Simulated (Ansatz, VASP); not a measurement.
One calculation of SrO, two programs

```
Sr O
1.0
     0.00000    2.56630    2.56630
     2.56630    0.00000    2.56630
     2.56630    2.56630    0.00000
Sr O
1 1
Direct
  0.50000 0.50000 0.50000
  0.00000 0.00000 0.00000
```

Alike in both runs: task single point; functional PBE; k mesh 6 × 6 × 6; occupations gaussian, width 0.05 eV; no spin polarisation.

|  | VASP | Ansatz |
| --- | --- | --- |
| version | VASP 6.6.1 | Ansatz 0.2.0 |
| potentials or method | VASP PAW PBE potentials, release 64 (Sr_sv, O), cutoff 600 eV | plane waves, PAW |
| valence electrons in the cell | 16 | 16 |

|  | VASP | Ansatz | Ansatz less VASP |
| --- | --- | --- | --- |
| pressure (GPa) | 3.8 | 3.3 | -0.51 |
